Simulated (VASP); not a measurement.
# Cu (Fm-3m) in VASP: a series of runs, part 2 of 2

VASP 6.6.1. Earlier steps stand in the parts before.

**4. Relaxation of cell and atoms, PBE**

This run uses another cell than the first one, of 11.81 Å³/atom, 1.020 times its volume.

Contents of INCAR:

```
PREC = Accurate
ENCUT = 600
EDIFF = 1E-6
ISMEAR = 0
SIGMA = 0.01
LREAL = F
LASPH = T
NELM = 60
ALGO = Normal
ISIF = 3
LWAVE = F
LCHARG = F
GGA = PE
IBRION = 2
NSW = 80
EDIFFG = -0.01
```

Contents of KPOINTS:

```
Automatic mesh
0
Gamma
  6 6 6
```

Contents of POSCAR:

```
Cu
1.0
    0.0000000000      1.8075000000      1.8075000000
    1.8075000000      0.0000000000      1.8075000000
    1.8075000000      1.8075000000      0.0000000000
Cu
1
Direct
    0.0000000000      0.0000000000      0.0000000000
```

Potentials or basis: VASP PAW PBE potentials, release 64 (Cu).

Started as:

```
$ cat potpaw_PBE.64/Cu/POTCAR > POTCAR
$ mpirun -np 1 vasp_std > vasp.out
```

OUTCAR:

```text
PREC = Accurate
   ENCUT = 600
   EDIFF = 1E-6
   ISMEAR = 0
   LREAL = F
   LASPH = T
   NELM = 60
   ISIF = 3
   GGA = PE
   IBRION = 2
   NSW = 80
   EDIFFG = -0.01

 ion  position               nearest neighbor table
   1  0.000  0.000  0.000-

  LATTYP: Found a face centered cubic cell.
 ALAT       =     3.6150000000

  Lattice vectors:

 A1 = (   0.0000000000,   1.8075000000,   1.8075000000)
 A2 = (   1.8075000000,   0.0000000000,   1.8075000000)
 A3 = (   1.8075000000,   1.8075000000,   0.0000000000)

Analysis of symmetry for initial positions (statically):
=====================================================================
 Subroutine PRICEL returns:
 Original cell was already a primitive cell.

 Routine SETGRP: Setting up the symmetry group for a
 face centered cubic supercell.

 Subroutine GETGRP returns: Found 48 space group operations
[... 9 lines left out ...]

 Routine SETGRP: Setting up the symmetry group for a
 face centered cubic supercell.

 Subroutine GETGRP returns: Found 48 space group operations
[... 11 lines left out ...]
                                     Primitive cell

  volume of cell :      11.8104

  direct lattice vectors                    reciprocal lattice vectors
     0.000000000  1.807500000  1.807500000    -0.276625173  0.276625173  0.276625173
     1.807500000  0.000000000  1.807500000     0.276625173 -0.276625173  0.276625173
     1.807500000  1.807500000  0.000000000     0.276625173  0.276625173 -0.276625173

  length of vectors
     2.556191014  2.556191014  2.556191014     0.479128854  0.479128854  0.479128854

  position of ions in fractional coordinates (direct lattice)
     0.000000000  0.000000000  0.000000000

  ion indices of the primitive-cell ions
   primitive index   ion index
                 1           1

----------------------------------------------------------------------------------------

 KPOINTS: Automatic mesh

Automatic generation of k-mesh.
 Grid dimensions read from file:
 generate k-points for:    6    6    6

[... 63 lines left out ...]
   TEBEG  =    0.0;   TEEND  =   0.0 temperature during run
   PSTRESS=    0.0 pullay stress
   NELECT =      11.0000    total number of electrons
   NUPDOWN=      -1.0000    fix difference up-down
   EMIN   =  10.00;   EMAX   =-10.00  energy-range for DOS
   EFERMI =   0.00;   METHOD = LEGACY
   ISMEAR =     0;   SIGMA  =   0.01  broadening in eV -4-tet -1-fermi 0-gaus
   EFERMI_NEDOS =   21; number of points for ismear=-14 and -15
   IALGO  =     38    algorithm
   IMIX   =      4    mixing-type and parameters
     AMIX     =   0.40;   BMIX     =  1.00
     AMIX_MAG =   1.60;   BMIX_MAG =  1.00
  volume/ion in A,a.u.               =      11.81        79.70
  Fermi-wavevector in a.u.,A,eV,Ry     =   1.598763  3.021224 34.777078  2.556043
  Thomas-Fermi vector in A             =   2.696162
   LORBIT       =      0    0 simple, 1 ext, 2 COOP (PROOUT), +10 PAW based schemes
   GGA     = PE    functional components
   LHFCALC =     F    Hartree Fock is set to
   AEXX    =    0.0000 exact exchange contribution
   IVDW    =     0    specifies the selected vdW correction
   LEPSILON=     F    determine dielectric tensor
   LRPA    =     F    only Hartree local field effects (RPA)
 conjugate gradient relaxation of ions
 non-spin polarized calculation
 Gauss-broadening in eV      SIGMA  =   0.01
  energy-cutoff  :      600.00
  volume of cell :       11.81
 maximum number of plane-waves:       411
   NGX = 11   NGY = 11   NGZ = 11

--------------------------------------- Ionic step        1  -------------------------------------------

 number of electron      11.0000001 magnetization

 Free energy of the ion-electron system (eV)
  ---------------------------------------------------
  ext. energy  EPLUGINS =         0.00000000
  ---------------------------------------------------
  free energy    TOTEN  =        -3.66037618 eV

  energy without entropy =       -3.65978033  energy(sigma->0) =       -3.66007826

------------------------ aborting loop because EDIFF is reached ----------------------------------------

  FORCE on cell =-STRESS in cart. coord.  units (eV):
  Direction    XX          YY          ZZ          XY          YZ          ZX
  --------------------------------------------------------------------------------------
  -------------------------------------------------------------------------------------
  Total        0.2569289      0.2569289      0.2569289      0.0000000     -0.0000000     -0.0000000
  in kB       34.8544836     34.8544836     34.8544836      0.0000000     -0.0000000     -0.0000000
  external PRESSURE =      34.8544836 kB  Pullay stress =       0.0000000 kB
[... 57 lines left out ...]
--------------------------------------- Ionic step        3  -------------------------------------------

 number of electron      10.9999994 magnetization

 Free energy of the ion-electron system (eV)
  ---------------------------------------------------
  ext. energy  EPLUGINS =         0.00000000
  ---------------------------------------------------
  free energy    TOTEN  =        -3.66342209 eV

  energy without entropy =       -3.66282625  energy(sigma->0) =       -3.66312417

 E-fermi :   7.1989     XC(G=0): -12.5879

 val. band max:        7.1966628181   @ k =   0.5000   0.3333   0.1667
 cond. band min:       7.7564817052   @ k =   0.5000   0.1667   0.0000
 fundamental gap:      0.5598188871
 Fermi energy:         7.1989159387

 k-point     1 :       0.0000    0.0000    0.0000
  band No.  band energies     occupation
      1      -1.8784      2.00000
      2       4.3329      2.00000
      3       4.3329      2.00000
      4       4.3329      2.00000
      5       5.1244      2.00000
      6       5.1244      2.00000
      7      29.6933      0.00000
      8      32.1505      0.00000
      9      32.1505      0.00000
[... 206 lines left out ...]
  FREE ENERGIE OF THE ION-ELECTRON SYSTEM (eV)
  ---------------------------------------------------
  free  energy   TOTEN  =        -3.6634220950 eV

  energy  without entropy=       -3.6628262471  energy(sigma->0) =       -3.66312417

 reached required accuracy - stopping structural energy minimisation
```

OSZICAR:

```text
N       E                     dE             d eps       ncg     rms          rms(c)
DAV:   1     0.385347089418E+02    0.38535E+02   -0.60813E+03   288   0.223E+03
DAV:   2    -0.397531148145E+01   -0.42510E+02   -0.40264E+02   288   0.203E+02
DAV:   3    -0.454981777392E+01   -0.57451E+00   -0.57287E+00   338   0.348E+01
[... 22 lines left out ...]
DAV:   3    -0.366444162637E+01    0.14324E-01   -0.10981E-01   295   0.770E+00    0.228E-01
DAV:   4    -0.366342711022E+01    0.10145E-02   -0.10596E-03   351   0.381E-01    0.571E-03
DAV:   5    -0.366342463075E+01    0.24795E-05   -0.28291E-05   325   0.114E-01    0.809E-03
DAV:   6    -0.366342195981E+01    0.26709E-05   -0.32601E-06   156   0.362E-02    0.631E-04
DAV:   7    -0.366342209497E+01   -0.13516E-06   -0.67596E-08   146   0.514E-03
   3 F= -.36634221E+01 E0= -.36631242E+01  d E =-.304591E-02
```

CONTCAR:

```text
Cu
   1.00000000000000
     0.0000000000000000    1.8220427908422341    1.8220427908422341
     1.8220427908422341   -0.0000000000000000    1.8220427908422341
     1.8220427908422341    1.8220427908422341    0.0000000000000000
  Cu
     1
Direct
     0.0000000000000000    0.0000000000000000    0.0000000000000000

  0.00000000E+00  0.00000000E+00  0.00000000E+00
```

Wall time 5.4 s (1 thread of Intel Xeon Platinum 8488C (Sapphire Rapids), shared host); peak memory 0.13 GiB.

Results:

* Free energy: -3.6634 eV
* Relaxed volume: 12.10 Å³/atom
* Relaxed cell: a = 2.577 Å, b = 2.577 Å, c = 2.577 Å, α = 60.00°, β = 60.00°, γ = 60.00°
* Space group after relaxing (to 0.05 Å): Fm-3m (No. 225)
* Energy gained by relaxing: 3.0 meV/atom
* Ionic steps: 3
* Pressure after relaxing: 0.0 GPa

Step by step:
| step | energy change (eV) | largest force (eV/Å) | pressure (GPa) | volume (Å³) |
| --- | --- | --- | --- | --- |
| 1 | 0.0000 | 0.0000 | 3.49 | 11.81 |
| 2 | -0.0022 | 0.0000 | -1.70 | 12.26 |
| 3 | -0.0030 | 0.0000 | 0.05 | 12.10 |

Final structure:
```yaml
crystal:
  lattice:
    - [0.00000, 1.82204, 1.82204]
    - [1.82204, 0.00000, 1.82204]
    - [1.82204, 1.82204, 0.00000]
  atoms:
    - { symbol: Cu, position: [0.00000, 0.00000, 0.00000] }
```

Levels at points of the mesh, in eV from the Fermi level:
```csv
k point,band 2,band 3,band 4,band 5,band 6,band 7,band 8,band 9
"(0.00, 0.00, 0.00)",-2.87,-2.87,-2.87,-2.07,-2.07,22.49,24.95,24.95
"(0.50, 0.00, 0.00)",-2.90,-2.90,-1.53,-1.53,-0.84,3.73,21.00,21.79
"(0.50, 0.50, 0.00)",-4.21,-1.54,-1.39,-1.39,1.61,7.04,12.99,12.99
```

Caveat: the k points lie up to 0.50 Å⁻¹ apart in the final cell.

**5. Overview**

```csv
task,cell,cutoff (eV),gap on the mesh (eV),pressure (GPa)
single point,"a = 2.540 Å, angles 60.0°, 1 atom",520,none,6.6
single point,"a = 2.530 Å, angles 60.0°, 1 atom",520,none,8.6
relaxation of cell and atoms,"relaxed from a = 2.556 Å, angles 60.0°, 1 atom",600,none,0.0
```

Alike in all rows: level PBE; potentials or basis VASP PAW PBE potentials, release 64 (Cu); no spin polarisation; k mesh 6 × 6 × 6; smearing gaussian 0.01 eV.

Caveats: all runs use coarse meshes.

Total energies depend on the potentials used, so only differences within one code and one set of settings carry meaning.
